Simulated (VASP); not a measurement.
# Mg64O65 (a cell with a defect) in VASP: notebook

Mg64O65 (a cell with a defect) is run at these levels: PBE, r2SCAN; tasks: single point.

Program: VASP 6.6.1. These are calculated values, not measurements. Logs are shortened: lines on timing, memory, paths and dates and some standing lists are left out, and cuts for length are marked.

## 1. The cell of the first run

The cell holds a defect, 129 atoms: a = 12.033 Å, b = 12.033 Å, c = 12.033 Å, α = 60.00°, β = 60.00°, γ = 60.00°.

## 2. Single point, PBE

Contents of INCAR:

```
SYSTEM = Mg64O65
  PREC = Accurate
  ENCUT = 520
  EDIFF = 1E-6
  ISMEAR = -1
  SIGMA = 0.01
  LREAL = Auto
  LASPH = .TRUE.
  NELM = 80
  ALGO = Normal
  ISIF = 2
  LWAVE = .FALSE.
  LCHARG = .FALSE.
  GGA = PE
  NBANDS = 329
  NELECT = 520.0
  LUSENCCL = .FALSE.
```

Contents of KPOINTS:

```
Automatic mesh
0
G
  1 1 1
  0 0 0
```

Contents of POSCAR:

```
Mg64O65
1.0
    0.0000000000      8.5087624600      8.5087624600
    8.5087624600      0.0000000000      8.5087624600
    8.5087624600      8.5087624600      0.0000000000
Mg O
64 65
Direct
    0.0015274842      0.0003442334     -0.0012413086
    0.0015170831      0.0003480530      0.2493485404
    0.0010707197     -0.0001984425      0.4989497027
    0.0010662538     -0.0001965621      0.7501670813
    0.0014170098      0.2459202510      0.0013239293
    0.0010562053      0.2499929937      0.2487577964
[... 121 lines left out ...]
    0.8740471408      0.8779879019      0.8748134097
    0.0629626814      0.5630660772      0.8119297645
```

Potentials or basis: VASP PAW PBE potentials, release 64 (Mg, O).

Run with:

```bash
$ cat potpaw_PBE.64/Mg/POTCAR potpaw_PBE.64/O/POTCAR > POTCAR
$ mpirun -np 1 vasp_gam > vasp.out
```

OUTCAR:

```text
SYSTEM = Mg64O65
   PREC = Accurate
   ENCUT = 520
   EDIFF = 1E-6
   ISMEAR = -1
   LREAL = Auto
   LASPH = .TRUE.
   NELM = 80
   ISIF = 2
   GGA = PE
   NELECT = 520.0

 ion  position               nearest neighbor table
   1  0.002  0.000  0.999-  68 2.06  80 2.06  77 2.12 125 2.14 113 2.14 116 2.14   5 2.97  13 2.97
                            20 2.99   4 3.00   8 3.00  29 3.00  17 3.00   2 3.02  14 3.02  49 3.02
   2  0.002  0.000  0.249-  65 2.06  78 2.06  77 2.12 113 2.14 126 2.14 114 2.14   5 2.97  15 2.97
                            18 2.99   3 3.00   6 3.00  30 3.00  17 3.00   1 3.02  14 3.02  54 3.02
   3  0.001  1.000  0.499-  78 2.11  79 2.12 127 2.12  66 2.13 114 2.13 115 2.14  18 3.00   2 3.00
                            16 3.00  15 3.00  31 3.00  51 3.00  19 3.00   6 3.01   7 3.02  55 3.02
   4  0.001  1.000  0.750-  80 2.11 128 2.12  79 2.12  67 2.13 116 2.13 115 2.14   1 3.00  20 3.00
                            16 3.00  32 3.00  13 3.00  49 3.00  19 3.00   8 3.01  56 3.02   7 3.02
   5  0.001  0.246  0.001-  72 1.91 113 2.11 120 2.16 117 2.16  65 2.16  68 2.16  17 2.97   2 2.97
                             1 2.97   6 3.00   8 3.00  54 3.00  53 3.00  24 3.02  21 3.02   9 3.05
   6  0.001  0.250  0.249-  65 2.11 117 2.12  69 2.12  66 2.13 114 2.14 118 2.14  18 3.00   2 3.00
                             9 3.00   5 3.00  21 3.00  22 3.00  54 3.00   3 3.01   7 3.02  55 3.02
   7  0.000  0.251  0.500-  70 2.12  67 2.12  66 2.12 115 2.12 119 2.12 118 2.12  22 3.00  23 3.00
                            19 3.00  56 3.01  59 3.01  55 3.01   3 3.02   4 3.02  11 3.02   6 3.02
   8  0.001  0.250  0.750-  68 2.11  71 2.12 120 2.12 116 2.13  67 2.13 119 2.14  20 3.00   1 3.00
                            12 3.00  24 3.00   5 3.00  23 3.00  53 3.00   4 3.01  56 3.02   7 3.02
   9  0.000  0.500  0.000- 129 1.85 117 2.15  69 2.15 121 2.15 124 2.44  72 2.44  76 2.44   6 3.00
                            58 3.00  10 3.00  12 3.02  16 3.02  28 3.02   5 3.05  57 3.05  21 3.05
  10  0.001  0.501  0.249-  73 2.11 121 2.12  69 2.12  70 2.13 122 2.13 118 2.14  14 3.00  26 3.00
                            13 3.00  25 3.00   9 3.00  62 3.00  22 3.00  11 3.01   7 3.02  59 3.02
  11  0.001  0.501  0.499-  74 2.11  71 2.12 123 2.12 122 2.13  70 2.13 119 2.14  14 3.00  26 3.00
                            12 3.00  27 3.00  15 3.00  23 3.00  63 3.00  10 3.01   7 3.02  59 3.02
  12  0.000  0.500  0.749- 129 1.85 123 2.15 120 2.15  71 2.15 124 2.44  72 2.44  75 2.44  60 3.00
                             8 3.00  11 3.00   9 3.02  28 3.02  16 3.02  64 3.05  24 3.05  57 3.05
  13  0.001  0.752  0.001-  76 1.91 125 2.11 121 2.16 128 2.16  73 2.16  80 2.16  29 2.97   1 2.97
                            14 2.97  10 3.00   4 3.00  62 3.00  49 3.00  25 3.02  32 3.02  16 3.05
  14  0.002  0.750  0.249-  74 2.06  73 2.06  77 2.12 125 2.14 126 2.14 122 2.14  13 2.97  15 2.97
                            26 2.99  11 3.00  10 3.00  29 3.00  30 3.00   2 3.02   1 3.02  63 3.02
  15  0.001  0.752  0.495-  75 1.91 126 2.11 127 2.16 123 2.16  78 2.16  74 2.16  30 2.97   2 2.97
                            14 2.97   3 3.00  11 3.00  51 3.00  63 3.00  27 3.02  31 3.02  12 3.05
[... 160 lines left out ...]
 127  0.874  0.878  0.623-  51 2.10  52 2.12   3 2.12  16 2.15  64 2.16  15 2.16
 128  0.874  0.878  0.875-  49 2.10  52 2.12   4 2.12  16 2.15  13 2.16  61 2.16
 129  0.063  0.563  0.812-  12 1.85   9 1.85  28 1.85  16 1.85

  LATTYP: Found a face centered cubic cell.
 ALAT       =    17.0175249200

  Lattice vectors:

 A1 = (   0.0000000000,   8.5087624600,   8.5087624600)
 A2 = (   8.5087624600,   0.0000000000,   8.5087624600)
 A3 = (   8.5087624600,   8.5087624600,   0.0000000000)

Analysis of symmetry for initial positions (statically):
=====================================================================
 Subroutine PRICEL returns:
 Original cell was already a primitive cell.

 Routine SETGRP: Setting up the symmetry group for a
 face centered cubic supercell.

 Subroutine GETGRP returns: Found  1 space group operations
 (whereof  1 operations were pure point group operations)
 out of a pool of 48 trial point group operations.

The static configuration has the point symmetry C_1 .

Analysis of symmetry for dynamics (positions and initial velocities):
=====================================================================
 Subroutine PRICEL returns:
 Original cell was already a primitive cell.

 Routine SETGRP: Setting up the symmetry group for a
 face centered cubic supercell.

 Subroutine GETGRP returns: Found  1 space group operations
 (whereof  1 operations were pure point group operations)
 out of a pool of 48 trial point group operations.

The dynamic configuration has the point symmetry C_1 .

 Subroutine INISYM returns: Found  1 space group operations
 (whereof  1 operations are pure point group operations),
 and found     1 'primitive' translations

----------------------------------------------------------------------------------------

                                     Primitive cell

  volume of cell :    1232.0524

  direct lattice vectors                    reciprocal lattice vectors
     0.000000000  8.508762460  8.508762460    -0.058762952  0.058762952  0.058762952
     8.508762460  0.000000000  8.508762460     0.058762952 -0.058762952  0.058762952
     8.508762460  8.508762460  0.000000000     0.058762952  0.058762952 -0.058762952

  length of vectors
    12.033207270 12.033207270 12.033207270     0.101780418  0.101780418  0.101780418

  position of ions in fractional coordinates (direct lattice)
     0.001527484  0.000344233  0.998758691
     0.001517083  0.000348053  0.249348540
     0.001070720  0.999801557  0.498949703
     0.001066254  0.999803438  0.750167081
     0.001417010  0.245920251  0.001323929
     0.001056205  0.249992994  0.248757796
[... 121 lines left out ...]
     0.874047141  0.877987902  0.874813410
     0.062962681  0.563066077  0.811929765

  ion indices of the primitive-cell ions
   primitive index   ion index
                 1           1
                 2           2
                 3           3
                 4           4
                 5           5
                 6           6
[... 19 lines left out ...]
                26          26
                27          27
   k-points           NKPTS =      1   k-points in BZ     NKDIM =      1   number of bands    NBANDS=    329
   number of dos      NEDOS =    301   number of ions     NIONS =    129
   total plane-waves  NPLWV = 729000
   dimension x,y,z NGX =    90 NGY =   90 NGZ =   90
   dimension x,y,z NGXF=   180 NGYF=  180 NGZF=  180
   ions per type =              64  65
   NGX,Y,Z   is equivalent  to a cutoff of  12.43, 12.43, 12.43 a.u.
   NGXF,Y,Z  is equivalent  to a cutoff of  24.87, 24.87, 24.87 a.u.
 SYSTEM =  Mg64O65
   PREC   = accura    normal or accurate (medium, high low for compatibility)
   ISTART =      0    job   : 0-new  1-cont  2-samecut
   ICHARG =      2    charge: 1-file 2-atom 10-const
   ISPIN  =      1    spin polarized calculation?
   LNONCOLLINEAR =      F non collinear calculations
   LSORBIT =      F    spin-orbit coupling
   LASPH  =      T    aspherical Exc in radial PAW
   ENCUT  =  520.0 eV  38.22 Ry    6.18 a.u.  22.37 22.37 22.37*2*pi/ulx,y,z
   NELM   =     80;   NELMIN=  2; NELMDL= -5     # of ELM steps
   EDIFF  = 0.1E-05   stopping-criterion for ELM
   LREAL  =      T    real-space projection
   EDIFFG = 0.1E-04   stopping-criterion for IOM
   NSW    =      0    number of steps for IOM
   IBRION =     -1    ionic relax: 0-MD 1-quasi-New 2-CG
   NFREE  =      0    steps in history (QN), initial steepest desc. (CG)
   ISIF   =      2    stress and relaxation
   ISYM   =      2    0-nonsym 1-usesym 2-fastsym
   POTIM  = 0.5000    time-step for ionic-motion
   TEBEG  =    0.0;   TEEND  =   0.0 temperature during run
   PSTRESS=    0.0 pullay stress
   NELECT =     520.0000    total number of electrons
   NUPDOWN=      -1.0000    fix difference up-down
   EMIN   =  10.00;   EMAX   =-10.00  energy-range for DOS
   EFERMI =   0.00;   METHOD = LEGACY
   ISMEAR =    -1;   SIGMA  =   0.01  broadening in eV -4-tet -1-fermi 0-gaus
   EFERMI_NEDOS =   21; number of points for ismear=-14 and -15
   IALGO  =     38    algorithm
   IMIX   =      4    mixing-type and parameters
     AMIX     =   0.40;   BMIX     =  1.00
     AMIX_MAG =   1.60;   BMIX_MAG =  1.00
  volume/ion in A,a.u.               =       9.55        64.45
  Fermi-wavevector in a.u.,A,eV,Ry     =   1.228003  2.320590 20.517479  1.507992
  Thomas-Fermi vector in A             =   2.362945
   LORBIT       =      0    0 simple, 1 ext, 2 COOP (PROOUT), +10 PAW based schemes
   GGA     = PE    functional components
   LHFCALC =     F    Hartree Fock is set to
   AEXX    =    0.0000 exact exchange contribution
   IVDW    =     0    specifies the selected vdW correction
   LEPSILON=     F    determine dielectric tensor
   LRPA    =     F    only Hartree local field effects (RPA)
 non-spin polarized calculation
  energy-cutoff  :      520.00
  volume of cell :     1232.05
 maximum number of plane-waves:     16612
 NGX is ok and might be reduce to    90
   NGX = 45   NGY = 45   NGZ = 45

 number of electron     519.9999884 magnetization

 Free energy of the ion-electron system (eV)
  ---------------------------------------------------
  ext. energy  EPLUGINS =         0.00000000
  ---------------------------------------------------
  free energy    TOTEN  =      -751.46814523 eV

  energy without entropy =     -751.46814523  energy(sigma->0) =     -751.46814523

 E-fermi :   5.6255     XC(G=0): -10.9841

 val. band max:        5.3701345743   @ k =   0.0000   0.0000   0.0000
 cond. band min:       7.4511522847   @ k =   0.0000   0.0000   0.0000
 fundamental gap:      2.0810177104
 Fermi energy:         5.6255255649

 k-point     1 :       0.0000    0.0000    0.0000
  band No.  band energies     occupation
      1     -14.2200      2.00000
      2     -13.7032      2.00000
      3     -13.7028      2.00000
      4     -13.7027      2.00000
      5     -13.6966      2.00000
      6     -13.6599      2.00000
[... 264 lines left out ...]
    271      10.6767      0.00000
    272      10.6769      0.00000
 [bands above 272 left out]

------------------------ aborting loop because EDIFF is reached ----------------------------------------

  FORCE on cell =-STRESS in cart. coord.  units (eV):
  Direction    XX          YY          ZZ          XY          YZ          ZX
  --------------------------------------------------------------------------------------
  -------------------------------------------------------------------------------------
  Total       34.2586679     34.2372702     34.3388623      0.0104379      0.0020296     -0.0011035
  in kB       44.5504258     44.5226000     44.6547117      0.0135736      0.0026393     -0.0014350
  external PRESSURE =      44.5759125 kB  Pullay stress =       0.0000000 kB

 VOLUME and BASIS-vectors are now :
 -----------------------------------------------------------------------------
  energy-cutoff  :      520.00
  volume of cell :     1232.05
      direct lattice vectors                 reciprocal lattice vectors
     0.000000000  8.508762460  8.508762460    -0.058762952  0.058762952  0.058762952
     8.508762460  0.000000000  8.508762460     0.058762952 -0.058762952  0.058762952
     8.508762460  8.508762460  0.000000000     0.058762952  0.058762952 -0.058762952

 POSITION                                       TOTAL-FORCE (eV/Angst)
 -----------------------------------------------------------------------------------
      8.50113      8.51120      0.01593        -0.006003      0.000905      0.006014
      2.12461      2.13456      0.01587         0.000559      0.005811      0.005333
     12.75252      4.25455      8.51618        -0.002402     -0.002481      0.001517
     14.89008      6.39207      8.51616         0.003140      0.000675      0.001843
      2.10374      0.02332      2.10453        -0.004432      0.004014      0.007929
      4.24375      2.12561      2.13612        -0.001803      0.002031     -0.003668
[... 121 lines left out ...]
     14.91417     14.88064     14.90765         0.002655     -0.000041      0.000047
     11.69951      7.44425      5.32673         0.001569      0.001016      0.001144
 -----------------------------------------------------------------------------------
    total drift:                               -0.004512     -0.007019      0.005845

  FREE ENERGIE OF THE ION-ELECTRON SYSTEM (eV)
  ---------------------------------------------------
  free  energy   TOTEN  =      -751.4681452344 eV

  energy  without entropy=     -751.4681452344  energy(sigma->0) =     -751.46814523
```

Run time: 1.9 min. Hardware: 1 × NVIDIA H100 80GB with 1 thread of Intel Xeon Platinum 8481C at 2.70GHz (Sapphire Rapids), shared host; peak memory 1.9 GiB.

Results:

```yaml
Free_energy: -751.4681 eV
Largest_force: 0.022 eV/Å
```

Forces in eV/Å, atoms in the order of the input:
```
Mg  -0.006  0.001  0.006
Mg   0.001  0.006  0.005
Mg  -0.002 -0.002  0.002
Mg   0.003  0.001  0.002
Mg  -0.004  0.004  0.008
Mg  -0.002  0.002 -0.004
Mg  -0.001  0.001  0.001
Mg  -0.003  0.001 -0.005
Mg  -0.006 -0.006  0.010
Mg   0.003  0.003  0.001
Mg  -0.002 -0.002  0.002
Mg   0.008  0.010  0.008
Mg  -0.012  0.005  0.004
Mg  -0.005  0.004  0.000
Mg  -0.003  0.011  0.002
Mg  -0.011  0.010 -0.016
Mg   0.005 -0.004  0.003
Mg  -0.001 -0.006 -0.007
Mg   0.005 -0.004 -0.007
Mg   0.005  0.002 -0.008
Mg  -0.004 -0.012 -0.006
Mg   0.004 -0.003 -0.005
Mg   0.003 -0.003 -0.006
Mg   0.010  0.004 -0.005
Mg   0.004 -0.011  0.003
Mg   0.004 -0.006  0.000
Mg   0.011 -0.003  0.002
Mg   0.011 -0.009 -0.015
Mg  -0.003 -0.003 -0.005
Mg   0.003  0.003 -0.006
Mg  -0.004 -0.004 -0.010
Mg   0.004  0.005 -0.011
Mg  -0.007 -0.008 -0.001
Mg   0.001  0.002  0.000
Mg  -0.001 -0.001  0.003
Mg   0.006  0.006 -0.002
Mg  -0.004 -0.004  0.004
Mg  -0.001  0.001 -0.002
Mg   0.005  0.005  0.004
Mg  -0.003  0.003 -0.002
Mg   0.001 -0.006  0.007
Mg   0.006  0.001  0.006
Mg  -0.003 -0.002  0.003
Mg   0.001  0.004  0.002
Mg  -0.004  0.005  0.003
Mg  -0.007 -0.001 -0.006
Mg  -0.004  0.005 -0.005
Mg   0.001  0.006 -0.008
Mg  -0.005 -0.004  0.004
Mg   0.000  0.000 -0.002
Mg   0.005  0.006  0.003
Mg   0.004 -0.003 -0.002
Mg  -0.003 -0.003  0.004
Mg   0.004  0.004  0.004
Mg  -0.003 -0.003 -0.002
Mg   0.003  0.002 -0.001
Mg   0.004 -0.004  0.009
Mg   0.002 -0.001 -0.002
Mg   0.001 -0.001  0.002
Mg   0.002 -0.002 -0.004
Mg  -0.011 -0.005 -0.005
Mg  -0.003  0.004 -0.005
Mg  -0.003  0.004 -0.005
Mg   0.005  0.010 -0.005
O   -0.007  0.005 -0.001
O    0.001  0.002  0.007
O   -0.003  0.000  0.006
O   -0.006  0.003 -0.001
O   -0.002  0.004  0.002
O   -0.006  0.003  0.000
O   -0.001  0.002  0.003
O    0.004 -0.001  0.002
O    0.003  0.002  0.010
O   -0.004 -0.004  0.009
O   -0.002 -0.005  0.004
O    0.002  0.000  0.000
O    0.003  0.000 -0.002
O   -0.005 -0.003  0.006
O   -0.001  0.003  0.008
O    0.004  0.003  0.004
O    0.003 -0.002 -0.002
O    0.002 -0.005  0.000
O    0.003  0.003 -0.003
O   -0.010  0.005 -0.004
O    0.003 -0.005 -0.001
O    0.001 -0.002  0.005
O   -0.001 -0.002 -0.002
O   -0.001  0.002  0.001
O    0.000  0.003 -0.002
O   -0.002 -0.004  0.005
O    0.002 -0.001  0.007
O    0.003  0.003  0.004
O    0.004  0.005  0.003
O   -0.002 -0.002  0.002
O    0.004  0.004  0.000
O   -0.003 -0.003  0.004
O   -0.001 -0.001 -0.001
O    0.000 -0.001  0.004
O   -0.004 -0.004  0.003
O    0.004  0.002  0.002
O    0.003  0.000  0.001
O   -0.006  0.000 -0.002
O    0.001  0.005 -0.001
O   -0.003  0.002 -0.002
O    0.004 -0.005 -0.003
O    0.004  0.000  0.005
O   -0.002 -0.003  0.004
O    0.003 -0.008 -0.002
O   -0.002  0.003 -0.002
O   -0.003  0.002  0.000
O    0.002  0.001 -0.003
O    0.003 -0.007 -0.005
O    0.002  0.002  0.002
O   -0.002 -0.007 -0.002
O    0.004  0.001  0.001
O    0.003 -0.002 -0.003
O   -0.001  0.000 -0.004
O    0.001  0.001 -0.004
O   -0.002 -0.001 -0.003
O    0.000 -0.002 -0.004
O    0.004 -0.003 -0.001
O    0.003 -0.007  0.001
O    0.001 -0.003  0.002
O   -0.001  0.004  0.001
O   -0.005  0.003 -0.001
O   -0.002  0.000  0.005
O   -0.003 -0.003 -0.002
O    0.003  0.000  0.000
O    0.002  0.001  0.001
```

Levels at points of the mesh, in eV from the Fermi level:
```csv
k point,band 256,band 257,band 258,band 259,band 260,band 261,band 262,band 263,band 264,band 265
"(0.00, 0.00, 0.00)",-2.27,-2.05,-0.26,-0.26,-0.26,1.83,4.11,4.11,4.11,4.16
```

Caveat: the k points lie up to 0.64 Å⁻¹ apart; the cell carries a net charge on a neutralising background, which shifts energy and pressure; the cell is charged against a uniform background, so pressure and absolute levels hang on convention.

[end of part 1 of 2]
